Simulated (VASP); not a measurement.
Here is a VASP 6.6.1 calculation.

INCAR

```
SYSTEM = SiNi
PREC     = Accurate       ! precision mode
ENCUT    = 520            ! plane-wave cutoff, eV
EDIFF    = 1E-6           ! SCF threshold, eV
ISMEAR   = -1             ! smearing method
SIGMA    = 0.05           ! smearing width, eV
LREAL    = .FALSE.        ! projectors in reciprocal space
LASPH    = .TRUE.         ! aspherical terms in the spheres
NELM     = 150            ! most SCF steps
ALGO     = Normal         ! electronic algorithm
ISIF     = 2              ! what is computed and relaxed
LWAVE    = .FALSE.        ! write WAVECAR
LCHARG   = .FALSE.        ! write CHGCAR
ISPIN    = 2              ! spin polarisation
MAGMOM   = 1 1 0 0        ! initial moments
LORBIT   = 11             ! projections on sites
LMAXMIX  = 4              ! l up to which the mixer works
GGA      = RE             ! functional
NBANDS   = 26             ! bands
```

KPOINTS

```
regular mesh
0
G
  9 8 6
  0 0 0
```

The input POSCAR:

```
SiNi
1.0
    3.0132082432      0.0000000000      0.0000000000
    0.0000000000      3.3350386597      0.0000000000
    0.0000000000      0.0000000000      4.7284370557
Ni Si
2 2
Direct
    0.5000000000      0.5000000000      0.3419683178
    0.0000000000      0.0000000000      0.6580316822
    0.5000000000      0.5000000000      0.8431693965
    0.0000000000      0.0000000000      0.1568306035
```

Potentials or basis: VASP PAW PBE potentials, release 64 (Ni, Si).

Launch:

```console
$ cat potpaw_PBE.64/Ni/POTCAR potpaw_PBE.64/Si/POTCAR > POTCAR
$ mpirun -np 1 vasp_std > vasp.out
```

Question: Estimate the band gap on the k mesh.

Answer: Zero (filled and empty bands overlap).

Question: What does it give for the pressure?

Answer: -0.1 GPa.

Stress tensor (GPa, compression positive):
```
-0.21  0.00  0.00
 0.00 -0.16  0.00
 0.00  0.00  0.16
```

Caveat: the PAW data sets were made with another functional, which shifts forces and pressure a little.
